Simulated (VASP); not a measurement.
# Co (P-3m1) in VASP: further runs

Co is run at these levels: PBEsol; tasks: single point.

Program: VASP 6.6.1. These are calculated values, not measurements. Logs are shortened: lines on timing, memory, paths and dates and some standing lists are left out, and cuts for length are marked.

## (1) The cell of the first run

It takes space group P-3m1 (No. 164, trigonal). Conventional cell: a = 2.487 Å, b = 2.487 Å, c = 4.063 Å, α = 90.00°, β = 90.00°, γ = 120.00°. Within 3.2 Å of Co (site symmetry 3m) lie 12 Co at 2.42 to 2.55 Å.

## (2) Single point, PBEsol, collinear spin, antiferromagnetic start

The input, INCAR:

```
  PREC = Accurate
  ENCUT = 520
  EDIFF = 1E-6
  ISMEAR = 1
  SIGMA = 0.5
  LREAL = F
  LASPH = T
  NELM = 150
  ALGO = Normal
  ISIF = 2
  LWAVE = F
  LCHARG = F
  ISPIN = 2
  MAGMOM = 1.8 -1.8
  LORBIT = 11
  LMAXMIX = 4
  GGA = PS
  NBANDS = 20
```

The input, KPOINTS:

```
regular mesh
0
Gamma
  14 14 8
```

The input, POSCAR:

```
Co
1.0
    2.4873648700      0.0000000000      0.0000000000
   -1.2436824400      2.1541211700      0.0000000000
    0.0000000000      0.0000000000      4.0632895000
Co
2
Direct
    0.6666666667      0.3333333333      0.2598610000
    0.3333333333      0.6666666667      0.7401390000
```

Potentials or basis: VASP PAW PBE potentials, release 64 (Co).

On the command line:

```console
$ cat potpaw_PBE.64/Co/POTCAR > POTCAR
$ mpirun -np 1 vasp_std > vasp.out
```

OUTCAR:

```text
PREC = Accurate
   ENCUT = 520
   EDIFF = 1E-6
   ISMEAR = 1
   LREAL = F
   LASPH = T
   NELM = 150
   ISIF = 2
   ISPIN = 2
   LORBIT = 11
   GGA = PS

 ion  position               nearest neighbor table
   1  0.667  0.333  0.260-   2 2.42   2 2.42   2 2.42   2 2.55   2 2.55   2 2.55
   2  0.333  0.667  0.740-   1 2.42   1 2.42   1 2.42   1 2.55   1 2.55   1 2.55

  LATTYP: Found a hexagonal cell.
 ALAT       =     2.4873648700
 C/A-ratio  =     1.6335719576

  Lattice vectors:

 A1 = (   2.4873648700,   0.0000000000,   0.0000000000)
 A2 = (  -1.2436824400,   2.1541211700,   0.0000000000)
 A3 = (   0.0000000000,   0.0000000000,   4.0632895000)

Analysis of symmetry for initial positions (statically):
=====================================================================
 Subroutine PRICEL returns:
 Original cell was already a primitive cell.

 Routine SETGRP: Setting up the symmetry group for a
 hexagonal supercell.

 Subroutine GETGRP returns: Found 12 space group operations
 (whereof 12 operations were pure point group operations)
 out of a pool of 24 trial point group operations.

The static configuration has the point symmetry D_3d.

Analysis of symmetry for dynamics (positions and initial velocities):
=====================================================================
 Subroutine PRICEL returns:
 Original cell was already a primitive cell.

 Routine SETGRP: Setting up the symmetry group for a
 hexagonal supercell.

 Subroutine GETGRP returns: Found 12 space group operations
 (whereof 12 operations were pure point group operations)
 out of a pool of 24 trial point group operations.

The dynamic configuration has the point symmetry D_3d.

Analysis of structural, dynamic, and magnetic symmetry:
=====================================================================
 Subroutine PRICEL returns:
 Original cell was already a primitive cell.

 Routine SETGRP: Setting up the symmetry group for a
 hexagonal supercell.

 Subroutine GETGRP returns: Found 12 space group operations
 (whereof 12 operations were pure point group operations)
 out of a pool of 24 trial point group operations.

The overall configuration has the point symmetry D_3d.

 Subroutine INISYM returns: Found 12 space group operations
 (whereof 12 operations are pure point group operations),
 and found     1 'primitive' translations

----------------------------------------------------------------------------------------

                                     Primitive cell

  volume of cell :      21.7715

  direct lattice vectors                    reciprocal lattice vectors
     2.487364870  0.000000000  0.000000000     0.402031890  0.232113220  0.000000000
    -1.243682440  2.154121170  0.000000000     0.000000000  0.464226439  0.000000000
     0.000000000  0.000000000  4.063289500     0.000000000  0.000000000  0.246106018

  length of vectors
     2.487364870  2.487364876  4.063289500     0.464226440  0.464226439  0.246106018

  position of ions in fractional coordinates (direct lattice)
     0.666666667  0.333333333  0.259861000
     0.333333333  0.666666667  0.740139000

  ion indices of the primitive-cell ions
   primitive index   ion index
                 1           1
                 2           2

----------------------------------------------------------------------------------------

 KPOINTS: regular mesh

Automatic generation of k-mesh.
 Grid dimensions read from file:
 generate k-points for:   14   14    8

 Generating k-lattice:

  Cartesian coordinates                     Fractional coordinates (reciprocal lattice)
     0.028716564  0.016579516  0.000000000     0.071428571  0.000000000  0.000000000
     0.000000000  0.033159031  0.000000000     0.000000000  0.071428571  0.000000000
     0.000000000  0.000000000  0.030763252     0.000000000  0.000000000  0.125000000

  Length of vectors
     0.033159031  0.033159031  0.030763252

  Shift w.r.t. Gamma in fractional coordinates (k-lattice)
     0.000000000  0.000000000  0.000000000

 Subroutine IBZKPT returns following result:
 ===========================================

 Found    168 irreducible k-points:

 Following reciprocal coordinates:
            Coordinates               Weight
  0.000000  0.000000  0.000000      1.000000
  0.071429 -0.000000  0.000000      6.000000
  0.142857  0.000000  0.000000      6.000000
  0.214286 -0.000000  0.000000      6.000000
  0.285714  0.000000  0.000000      6.000000
  0.357143 -0.000000  0.000000      6.000000
[... 16 lines left out ...]
  0.285714  0.285714  0.000000      6.000000
  0.357143  0.285714  0.000000      6.000000
 [... further k-points ...]
   k-points           NKPTS =    168   k-points in BZ     NKDIM =    168   number of bands    NBANDS=     20
   number of dos      NEDOS =    301   number of ions     NIONS =      2
   total plane-waves  NPLWV =   9720
   dimension x,y,z NGX =    18 NGY =   18 NGZ =   30
   dimension x,y,z NGXF=    36 NGYF=   36 NGZF=   60
   ions per type =               2
   NGX,Y,Z   is equivalent  to a cutoff of  12.03, 12.03, 12.27 a.u.
   NGXF,Y,Z  is equivalent  to a cutoff of  24.06, 24.06, 24.55 a.u.
 SYSTEM =  unknown system
   PREC   = accura    normal or accurate (medium, high low for compatibility)
   ISTART =      0    job   : 0-new  1-cont  2-samecut
   ICHARG =      2    charge: 1-file 2-atom 10-const
   ISPIN  =      2    spin polarized calculation?
   LNONCOLLINEAR =      F non collinear calculations
   LSORBIT =      F    spin-orbit coupling
   LASPH  =      T    aspherical Exc in radial PAW
   ENCUT  =  520.0 eV  38.22 Ry    6.18 a.u.   4.62  4.62  7.56*2*pi/ulx,y,z
   NELM   =    150;   NELMIN=  2; NELMDL= -5     # of ELM steps
   EDIFF  = 0.1E-05   stopping-criterion for ELM
   LREAL  =      F    real-space projection
[... 7 lines left out ...]
   TEBEG  =    0.0;   TEEND  =   0.0 temperature during run
   PSTRESS=    0.0 pullay stress
   NELECT =      18.0000    total number of electrons
   NUPDOWN=      -1.0000    fix difference up-down
   EMIN   =  10.00;   EMAX   =-10.00  energy-range for DOS
   EFERMI =   0.00;   METHOD = LEGACY
   ISMEAR =     1;   SIGMA  =   0.50  broadening in eV -4-tet -1-fermi 0-gaus
   EFERMI_NEDOS =   21; number of points for ismear=-14 and -15
   IALGO  =     38    algorithm
   IMIX   =      4    mixing-type and parameters
     AMIX     =   0.40;   BMIX     =  1.00
     AMIX_MAG =   1.60;   BMIX_MAG =  1.00
  volume/ion in A,a.u.               =      10.89        73.46
  Fermi-wavevector in a.u.,A,eV,Ry     =   1.536514  2.903591 32.121660  2.360875
  Thomas-Fermi vector in A             =   2.643152
   LORBIT       =     11    0 simple, 1 ext, 2 COOP (PROOUT), +10 PAW based schemes
   GGA     = PS    functional components
   LHFCALC =     F    Hartree Fock is set to
   AEXX    =    0.0000 exact exchange contribution
   IVDW    =     0    specifies the selected vdW correction
   LEPSILON=     F    determine dielectric tensor
   LRPA    =     F    only Hartree local field effects (RPA)
 spin polarized calculation
 Methfessel and Paxton  Order N= 1 SIGMA  =   0.50
  energy-cutoff  :      520.00
  volume of cell :       21.77
 maximum number of plane-waves:       600
   NGX =  9   NGY =  9   NGZ = 15

 number of electron      17.9999996 magnetization      -0.0000000

 number of electron      17.9999996 magnetization       0.0000000

 Free energy of the ion-electron system (eV)
  ---------------------------------------------------
  ext. energy  EPLUGINS =         0.00000000
  ---------------------------------------------------
  free energy    TOTEN  =       -14.99316299 eV

  energy without entropy =      -14.89401458  energy(sigma->0) =      -14.96011352

 E-fermi :   9.9540     XC(G=0): -13.5700

 val. band max:        9.9515200528   @ k =  -0.0714   0.4286   0.3750
 cond. band min:       9.9557821076   @ k =  -0.0714   0.4286   0.2500
 fundamental gap:      0.0042620548
 Fermi energy:         9.9540409013

 spin component 1

 k-point     1 :       0.0000    0.0000    0.0000
  band No.  band energies     occupation
      1       1.0897      1.00000
      2       5.2862      1.00000
      3       7.9874      1.00000
      4       7.9874      1.00000
      5       8.1036      1.00000
      6       8.6513      1.00071
[... 12 lines left out ...]
     19      36.1460      0.00000
     20      36.1460      0.00000

 k-point     2 :       0.0714   -0.0000    0.0000
  band No.  band energies     occupation
      1       1.2699      1.00000
      2       5.4027      1.00000
      3       7.8367      1.00000
      4       8.0707      1.00000
      5       8.2135      1.00000
      6       8.5431      1.00024
[... 498 lines left out ...]
 k-point    24 :       0.3571    0.2857    0.0000
  band No.  band energies     occupation
      1       6.2774      1.00000
      2       6.4776      1.00000
      3       6.6430      1.00000
      4       6.9161      1.00000
      5       7.5786      1.00000
      6       8.1593      1.00000
[... 12 lines left out ...]
     19      26.8961      0.00000
     20      42.7109      0.00000

 [... further k-points ...]

 spin component 2

 k-point     1 :       0.0000    0.0000    0.0000
  band No.  band energies     occupation
      1       1.0897      1.00000
      2       5.2862      1.00000
      3       7.9874      1.00000
      4       7.9874      1.00000
      5       8.1036      1.00000
      6       8.6513      1.00071
[... 12 lines left out ...]
     19      36.1460      0.00000
     20      36.1460      0.00000

 k-point     2 :       0.0714   -0.0000    0.0000
  band No.  band energies     occupation
      1       1.2699      1.00000
      2       5.4027      1.00000
      3       7.8367      1.00000
      4       8.0707      1.00000
      5       8.2135      1.00000
      6       8.5431      1.00024
[... 498 lines left out ...]
 k-point    24 :       0.3571    0.2857    0.0000
  band No.  band energies     occupation
      1       6.2774      1.00000
      2       6.4776      1.00000
      3       6.6430      1.00000
      4       6.9161      1.00000
      5       7.5786      1.00000
      6       8.1593      1.00000
[... 12 lines left out ...]
     19      26.8961      0.00000
     20      42.7109      0.00000

 [... further k-points ...]

------------------------ aborting loop because EDIFF is reached ----------------------------------------

  FORCE on cell =-STRESS in cart. coord.  units (eV):
  Direction    XX          YY          ZZ          XY          YZ          ZX
  --------------------------------------------------------------------------------------
  -------------------------------------------------------------------------------------
  Total       -2.4194884     -2.4194884     -2.6877728      0.0000000      0.0000000     -0.0000000
  in kB     -178.0519517   -178.0519524   -197.7951974      0.0000004      0.0000000     -0.0000000
  external PRESSURE =    -184.6330339 kB  Pullay stress =       0.0000000 kB

 VOLUME and BASIS-vectors are now :
 -----------------------------------------------------------------------------
  energy-cutoff  :      520.00
  volume of cell :       21.77
      direct lattice vectors                 reciprocal lattice vectors
     2.487364870  0.000000000  0.000000000     0.402031890  0.232113220  0.000000000
    -1.243682440  2.154121170  0.000000000     0.000000000  0.464226439  0.000000000
     0.000000000  0.000000000  4.063289500     0.000000000  0.000000000  0.246106018

 POSITION                                       TOTAL-FORCE (eV/Angst)
 -----------------------------------------------------------------------------------
      1.24368      0.71804      1.05589        -0.000000      0.000000     -0.541146
     -0.00000      1.43608      3.00740         0.000000     -0.000000      0.541146
 -----------------------------------------------------------------------------------
    total drift:                                0.000000     -0.000000     -0.000000

  FREE ENERGIE OF THE ION-ELECTRON SYSTEM (eV)
  ---------------------------------------------------
  free  energy   TOTEN  =       -14.9931629868 eV

  energy  without entropy=      -14.8940145797  energy(sigma->0) =      -14.96011352

 total charge

# of ion       s       p       d       tot
------------------------------------------
    1        0.483   0.518   7.269   8.270
    2        0.483   0.518   7.269   8.270
--------------------------------------------------
tot          0.966   1.036  14.537  16.540

 magnetization (x)

# of ion       s       p       d       tot
------------------------------------------
    1        0.000   0.004   0.660   0.665
    2       -0.000  -0.004  -0.660  -0.665
--------------------------------------------------
tot          0.000   0.000   0.000   0.000
```

Run time: 1.8 min. Hardware: 1 thread of Intel Xeon Platinum 8488C (Sapphire Rapids), shared host; peak memory 0.21 GiB.

What came out:

```
Free energy                                           : -14.9932 eV
Pressure                                              : -18.5 GPa
Largest force                                         : 0.541 eV/Å
Band gap on the k mesh                                : zero (filled and empty bands overlap)
Net moment                                            : 0.00 μB per cell
Site moments                                          : Co +0.67, -0.67 μB
Valence electrons inside the program's atomic spheres : Co 8.27
```

Forces in eV/Å, atoms in the order of the input:
```
Co   0.000  0.000 -0.541
Co   0.000  0.000  0.541
```

Levels at points of the mesh, in eV from the Fermi level:
Spin up:
| k point | band 7 | band 8 | band 9 | band 10 | band 11 | band 12 |
| --- | --- | --- | --- | --- | --- | --- |
| (0.00, 0.00, 0.00) | -1.30 | -1.04 | -1.04 | -0.15 | 0.20 | 0.20 |
| (0.50, 0.00, 0.00) | -1.38 | -0.04 | 0.37 | 0.74 | 1.87 | 3.83 |
| (0.00, 0.00, 0.50) | -1.64 | -1.64 | -0.42 | -0.42 | 0.07 | 0.07 |
| (0.50, 0.00, 0.50) | -0.49 | -0.15 | 0.00 | 0.74 | 1.69 | 2.00 |
Spin down:
| k point | band 7 | band 8 | band 9 | band 10 | band 11 | band 12 |
| --- | --- | --- | --- | --- | --- | --- |
| (0.00, 0.00, 0.00) | -1.30 | -1.04 | -1.04 | -0.15 | 0.20 | 0.20 |
| (0.50, 0.00, 0.00) | -1.38 | -0.04 | 0.37 | 0.74 | 1.87 | 3.83 |
| (0.00, 0.00, 0.50) | -1.64 | -1.64 | -0.42 | -0.42 | 0.07 | 0.07 |
| (0.50, 0.00, 0.50) | -0.49 | -0.15 | 0.00 | 0.74 | 1.69 | 2.00 |

Caveat: the cell stands under tension; so wide a smearing shifts energies and pressures; the PAW data sets were made with another functional, which shifts forces and pressure a little.

## (3) Single point, PBEsol, collinear spin, antiferromagnetic start

The input, INCAR:

```
SYSTEM = Co
PREC     = Accurate       ! precision mode
ENCUT    = 520            ! plane-wave cutoff, eV
EDIFF    = 1E-6           ! SCF threshold, eV
ISMEAR   = 1              ! smearing method
SIGMA    = 0.3            ! smearing width, eV
LREAL    = .FALSE.        ! projectors in reciprocal space
LASPH    = .TRUE.         ! aspherical terms in the spheres
NELM     = 150            ! most SCF steps
ALGO     = Normal         ! electronic algorithm
ISIF     = 2              ! what is computed and relaxed
LWAVE    = .FALSE.        ! write WAVECAR
LCHARG   = .TRUE.         ! write CHGCAR
ISPIN    = 2              ! spin polarisation
MAGMOM   = 1.8 -1.8       ! initial moments
LORBIT   = 11             ! projections on sites
LMAXMIX  = 4              ! l up to which the mixer works
GGA      = PS             ! functional
LELF     = .TRUE.         ! ELF
LVHAR    = .TRUE.       
NBANDS   = 20             ! bands
```

The input, KPOINTS:

```
regular mesh
0
G
  14 14 8
  0 0 0
```

POSCAR is that of step 2.

Potentials or basis: VASP PAW PBE potentials, release 64 (Co).

On the command line:

```console
$ cat potpaw_PBE.64/Co/POTCAR > POTCAR
$ mpirun -np 1 vasp_std > vasp.out
```

It took 1.7 min on 1 thread of Intel Xeon Platinum 8488C (Sapphire Rapids), shared host; peak memory 0.21 GiB.

Results (log left out):

```
Free energy                                           : -14.9661 eV
Pressure                                              : -17.7 GPa
Largest force                                         : 0.532 eV/Å
Band gap on the k mesh                                : zero (filled and empty bands overlap)
Net moment                                            : 0.00 μB per cell
Site moments                                          : Co +0.83, -0.83 μB
Valence electrons inside the program's atomic spheres : Co 8.27
```

Forces on the atoms (eV/Å):
```
Co   0.000  0.000 -0.532
Co   0.000  0.000  0.532
```

Stress tensor (GPa, compression positive):
```
-17.18   0.00   0.00
  0.00 -17.18   0.00
  0.00   0.00 -18.65
```

Levels at points of the mesh, in eV from the Fermi level:
Spin up:
```
           k point  band 5  band 6  band 7  band 8  band 9  band 10  band 11  band 12  band 13  band 14
(0.00, 0.00, 0.00)   -1.89   -1.33   -1.33   -1.06   -1.06    -0.20     0.21     0.21     6.60    21.96
(0.50, 0.00, 0.00)   -2.04   -1.78   -1.40   -0.15    0.35     0.81     1.83     3.80     9.60    10.59
(0.00, 0.00, 0.50)   -2.17   -1.93   -1.66   -1.66   -0.48    -0.48     0.10     0.10    14.30    15.49
(0.50, 0.00, 0.50)   -1.44   -0.57   -0.53   -0.16   -0.10     0.82     1.65     1.96     7.50     7.82
```
Spin down:
```tsv
k point	band 7	band 8	band 9	band 10	band 11	band 12
(0.00, 0.00, 0.00)	-1.33	-1.06	-1.06	-0.20	0.21	0.21
(0.50, 0.00, 0.00)	-1.40	-0.15	0.35	0.81	1.83	3.80
(0.00, 0.00, 0.50)	-1.66	-1.66	-0.48	-0.48	0.10	0.10
(0.50, 0.00, 0.50)	-0.53	-0.16	-0.10	0.82	1.65	1.96
```

Caveat: the cell stands under tension; so wide a smearing shifts energies and pressures; the PAW data sets were made with another functional, which shifts forces and pressure a little.

(Part 1 of 2 ends here.)
